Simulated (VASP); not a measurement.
Input of a VASP 6.6.1 run:

The input INCAR:

```
ALGO = Normal
EDIFF = 1E-6
ENCUT = 520
GGA = PS
ISIF = 2
ISMEAR = 1
LASPH = T
LCHARG = F
LREAL = F
LWAVE = F
NBANDS = 21
NELM = 60
PREC = Accurate
SIGMA = 0.15
```

File KPOINTS:

```
k-points
0
Gamma
  6 6 3
```

Contents of POSCAR:

```
Mg3BiSb
1.0
    4.5852681143      0.0000000000      0.0000000000
   -2.2926340571      3.9709616862      0.0000000000
    0.0000000000      0.0000000000      7.2355643697
Mg Sb Bi
3 1 1
Direct
    0.0000000000      0.0000000000      0.0044900000
    0.3333333333      0.6666666667      0.3649400000
    0.6666666667      0.3333333333      0.6258600000
    0.6666666667      0.3333333333      0.2250700000
    0.3333333333      0.6666666667      0.7796500000
```

Potentials or basis: VASP PAW PBE potentials, release 64 (Mg, Sb, Bi_d).

Launch:

```bash
$ cat potpaw_PBE.64/Mg/POTCAR potpaw_PBE.64/Sb/POTCAR potpaw_PBE.64/Bi_d/POTCAR > POTCAR
$ mpirun -np 1 vasp_std > vasp.out
```

(1) What does it give for the band gap on the k mesh?

(2) Estimate the pressure.

Results:

(1) 0.13 eV, indirect (least direct gap 0.51 eV).

(2) 0.5 GPa.

Caveat: the PAW data sets were made with another functional, which shifts forces and pressure a little; spin-orbit coupling is left out, which moves the levels of the heavy elements.
